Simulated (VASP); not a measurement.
Crystal: Mg2Te3O.

```xyz
6
Lattice="6.8621 0.0000 0.0000 -3.4311 5.9428 0.0000 0.0000 0.0000 4.2920" Properties=species:S:1:pos:R:3 pbc="T T T"
Mg    3.4311    1.9809    0.0000
Mg    0.0000    3.9618    0.0000
Te    1.7155    2.9714    2.1460
Te    3.4311    0.0000    2.1460
Te   -1.7155    2.9714    2.1460
O     0.0000    0.0000    2.1460
```

The cell was built from a structure type or drawn by symmetry, and may not be a known phase.

```yaml
Program: VASP 6.6.1
Task: relaxation of cell and atoms
Functional: PBE
Potentials_or_basis: VASP PAW PBE potentials, release 64 (Mg, Te, O)
Cutoff: 600 eV
k_mesh: 6 × 6 × 10
Occupations: gaussian, width 0.1 eV
Spin: no spin polarisation
```

At the start: pressure -0.5 GPa; volume 29.17 Å³/atom.

Task: How do energy, volume and symmetry change on relaxing?

Result: Over 8 steps the energy falls by 3.3 meV/atom and the volume is 28.48 Å³/atom (-2.4 %); space group P6/mmm (No. 191, to 0.1 Å) before and after.

Step by step:
```
step  energy change (eV)  largest force (eV/Å)  pressure (GPa)  volume (Å³)
   1              0.0000                0.0000           -0.51       175.03
   2             -0.0122                0.0000           -0.16       172.69
   3             -0.0168                0.0000            0.20       170.47
   4             -0.0169                0.0000            0.25       170.12
   5             -0.0193                0.0000            0.01       170.89
   6             -0.0195                0.0000           -0.11       171.30
   7             -0.0195                0.0000           -0.09       171.22
   8             -0.0198                0.0000           -0.03       170.86
```

Final structure:
```xyz
6
Lattice="6.7286 0.0000 0.0000 -3.3643 5.8271 0.0000 0.0000 0.0000 4.3576" Properties=species:S:1:pos:R:3 pbc="T T T"
Mg    3.3643    1.9424    4.3576
Mg    0.0000    3.8848    0.0000
Te    1.6821    2.9136    2.1788
Te    0.0000    5.8271    2.1788
Te   -1.6821    2.9136    2.1788
O    -3.3643    5.8271    2.1788
```
